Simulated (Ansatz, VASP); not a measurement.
# Two plane-wave programs on KBr

The input POSCAR:

```
KBr
1.0
    0.0000000000      3.1937250000      3.2925000000
    3.1937250000      0.0000000000      3.2925000000
    3.1937250000      3.1937250000      0.0000000000
K Br
1 1
Direct
    0.0000000000      0.0000000000      0.0000000000
    0.5000000000      0.5000000000      0.5000000000
```

Contents of INCAR.step1:

```
PREC = Accurate
ENCUT = 520
ISMEAR = 0
SIGMA = 0.05
LREAL = F
LASPH = T
NELM = 80
NBANDS = 15
GGA = PE
ALGO = Normal
EDIFF = 1E-4
LWAVE = T
LCHARG = F
```

The input INCAR.step2:

```
PREC = Accurate
ENCUT = 520
EDIFF = 1E-6
ISMEAR = 0
SIGMA = 0.05
LREAL = F
LASPH = T
NELM = 80
ALGO = Normal
ISIF = 2
LWAVE = F
LCHARG = F
METAGGA = R2SCAN
LMIXTAU = T
NBANDS = 15
ISTART = 1
```

File KPOINTS:

```
Automatic mesh
0
Gamma
  6 6 6
```

Input for Ansatz:

```yaml
crystal:
  lattice:
    - [0.0, 3.193725, 3.2925]
    - [3.193725, 0.0, 3.2925]
    - [3.193725, 3.193725, 0.0]
  atoms:
    - { symbol: K, position: [0.0, 0.0, 0.0] }
    - { symbol: Br, position: [0.5, 0.5, 0.5] }
basis:
  ecutwfc: 500
kpoints:
  mp_grid: { grid: [6, 6, 6] }
hamiltonian:
  xc: r2scan
scf:
  occupations: { method: gaussian, width: 0.05 }
output:
  forces: true
  stress: true
  eigenvalues: true
```

Change from the starting cell: strain -0.030 along x and y, +0.000 along z, atoms carried along.

Alike in both runs: task single point; functional r2SCAN; k mesh 6 × 6 × 6; occupations gaussian, width 0.05 eV; no spin polarisation.

```csv
,VASP,Ansatz
version,VASP 6.6.1,Ansatz 0.2.0
potentials or method,"VASP PAW PBE potentials, release 64 (K_sv, Br), cutoff 520 eV","scalar-relativistic, plane waves, PAW"
valence electrons in the cell,16,16
```

VASP gave:

| Quantity | Value |
| --- | --- |
| gap on the k mesh at the Fermi level (eV) | 5.27 |
| least direct gap on the mesh (eV) | 5.27 |
| pressure (GPa) | 1.4 |
| traceless stress, the component that is largest in VASP (GPa) | -0.95 |

Q: Which values does Ansatz return?

A: gap on the k mesh at the Fermi level (eV): 5.27; least direct gap on the mesh (eV): 5.27; pressure (GPa): 1.4; traceless stress, the component that is largest in VASP (GPa): -0.94.

VASP's potentials were made for PBE, not for r2SCAN. With one functional, cell and mesh, what is left measures potentials, basis and numerics.
